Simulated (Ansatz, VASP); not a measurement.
## Two plane-wave programs on HfTi2V13

```
Ti V Hf
1.0
    -4.19238    3.02575   -4.22534
     4.30873    3.14080    4.22404
     4.19209   -3.02445   -4.22375
Ti V Hf
2 13 1
Direct
  0.23828 0.23174 0.49417
  0.76206 0.26829 0.00716
  0.23488 0.98407 0.75203
  0.00000 0.24990 0.75057
  0.50780 0.01808 0.49666
  0.76538 0.51591 0.74921
  0.97810 0.48196 0.49029
  0.73280 0.98409 0.25018
  0.50006 0.25000 0.25057
  0.76906 0.76220 0.49384
  0.02222 0.01809 0.01102
  0.26747 0.51596 0.25114
  0.00018 0.75004 0.25063
  0.49240 0.48186 0.00461
  0.23106 0.73777 0.00726
  0.50020 0.75003 0.75069
```

Alike in both runs: functional PBEsol; k mesh 3 × 3 × 3; occupations gaussian, width 0.1 eV; no spin polarisation.

Ansatz relaxed the structure, and its values are those at the end. VASP's run is a single point on that final structure, the one shown.

```csv
,VASP,Ansatz
version,VASP 6.6.1,Ansatz 0.2.0
potentials or method,"VASP PAW PBE potentials, release 64 (Ti_sv, V_sv, Hf_pv), cutoff 520 eV","scalar-relativistic, plane waves, PAW"
valence electrons in the cell,203,219
```

|  | VASP | Ansatz | Ansatz less VASP |
| --- | --- | --- | --- |
| gap on the k mesh at the Fermi level (eV) | none | none | - |
| pressure (GPa) | 0.1 | 0.1 | -0.01 |
| rms of the force components (eV/Å) | 0.012 | 0.012 | -0.0001 |

VASP's potentials were made for PBE, not for PBEsol. A gap of «none» marks a metal or a gap that the smearing closes. VASP's potentials hold 203 valence electrons a cell and Ansatz's 219, so a difference there can come from the potentials and not from the codes.

The k mesh is coarse, so the values compare programs but aren't converged. Spin-orbit coupling is off throughout.
